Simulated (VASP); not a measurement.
Write the native input for VASP 6.6.1 that does the following.

```yaml
Task: single point
Functional: RPBE
Potentials_or_basis: VASP PAW PBE potentials, release 64 (Li_sv, Se)
Cutoff: 750 eV
k_mesh: 10 × 10 × 10
Occupations: gaussian, width 0.05 eV
Spin: no spin polarisation
Dipole_correction: no
Further_INCAR_settings: ALGO = Normal; EDIFF = 1e-06; NBANDS = 13
```

The structure of Li2Se lies in POSCAR:

```
Li2Se
1.0
    0.0000000000      3.0031987212      3.0031987212
    3.0031987212      0.0000000000      3.0031987212
    3.0031987212      3.0031987212      0.0000000000
Li Se
2 1
Direct
    0.2500000000      0.2500000000      0.2500000000
    0.7500000000      0.7500000000      0.7500000000
    0.0000000000      0.0000000000      0.0000000000
```

One way to write it, as run:

INCAR

```
PREC = Accurate
ENCUT = 750
EDIFF = 1E-6
ISMEAR = 0
SIGMA = 0.05
LREAL = False
LASPH = True
NELM = 120
ALGO = Normal
ISIF = 2
LWAVE = False
LCHARG = False
GGA = RP
NBANDS = 13
GGA_COMPAT = False
```

KPOINTS

```
Automatic mesh
0
Gamma
  10 10 10
```

Potentials or basis: VASP PAW PBE potentials, release 64 (Li_sv, Se).

Run with:

```bash
$ cat potpaw_PBE.64/Li_sv/POTCAR potpaw_PBE.64/Se/POTCAR > POTCAR
$ mpirun -np 1 vasp_std > vasp.out
```

It gave:

```yaml
Pressure: 1.2 GPa
Band_gap_on_the_k_mesh: 3.12 eV (least direct gap 3.55 eV)
```

Caveat: the PAW data sets were made with another functional, which shifts forces and pressure a little.

Run time: 110 s on 1 thread of Intel(R) Xeon(R) Platinum 8175M CPU @ 2.50GHz (Skylake/Cascade Lake) (shared host), peak memory 0.26 GiB.
